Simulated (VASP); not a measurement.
## SiB5: single point with PBE

The system is SiB5.

```
Si B
1.0
     4.31972   -2.98708   -0.00209
     4.31972    2.98708   -0.00209
    -3.00864    0.00000    4.19205
Si B
2 10
Direct
  0.71358 0.71358 0.89684
  0.28642 0.28642 0.10316
  0.00097 0.00097 0.66460
  0.99903 0.99903 0.33540
  0.01437 0.33705 0.34272
  0.98563 0.66295 0.65728
  0.66295 0.98563 0.65728
  0.33705 0.01437 0.34272
  0.82774 0.30119 0.92361
  0.30119 0.82774 0.92361
  0.69881 0.17226 0.07639
  0.17226 0.69881 0.07639
```

- Program: VASP 6.6.1
- Task: single point
- Functional: PBE
- Potentials or basis: VASP PAW PBE potentials, release 64 (Si, B)
- Cutoff: 520 eV
- k mesh: 8 × 8 × 8
- Occupations: gaussian, width 0.1 eV
- Spin: no spin polarisation

| Quantity | Value |
| --- | --- |
| Pressure | 0.0 GPa |
| Largest force | 0.015 eV/Å |
| Band gap on the k mesh | zero (bands 19 and 20 overlap by 0.63 eV) |

Forces on the atoms (eV/Å):
```
Si  -0.001  0.000  0.000
Si   0.001  0.000  0.000
B    0.008  0.000  0.000
B   -0.008  0.000  0.000
B    0.006  0.000  0.005
B   -0.006  0.000 -0.005
B   -0.006  0.000 -0.005
B    0.006  0.000  0.005
B    0.012  0.009  0.000
B    0.012 -0.009  0.000
B   -0.012  0.009  0.000
B   -0.012 -0.009  0.000
```

Levels at points of the mesh, in eV from the Fermi level:
| k point | band 16 | band 17 | band 18 | band 19 | band 20 | band 21 | band 22 | band 23 |
| --- | --- | --- | --- | --- | --- | --- | --- | --- |
| (0.00, 0.00, 0.00) | -1.85 | -1.46 | -0.66 | 0.03 | 0.37 | 1.81 | 3.77 | 5.05 |
| (0.50, 0.00, 0.00) | -2.52 | -2.01 | -0.89 | -0.24 | -0.08 | 2.30 | 3.06 | 3.08 |
| (0.50, 0.50, 0.00) | -2.30 | -2.28 | -2.13 | -0.04 | 0.19 | 2.17 | 2.58 | 2.94 |
| (0.00, 0.00, 0.50) | -2.08 | -1.46 | -1.24 | 0.45 | 0.65 | 2.76 | 3.02 | 3.12 |
| (0.50, 0.00, 0.50) | -2.91 | -2.67 | -1.73 | -0.57 | -0.17 | 1.81 | 2.47 | 3.47 |
| (0.50, 0.50, 0.50) | -1.91 | -1.87 | -1.12 | -0.31 | -0.01 | 2.49 | 3.62 | 3.65 |

It took 6.2 min on 1 thread of Oxide Virtual Turin-like Processor (shared host), peak memory 0.44 GiB.
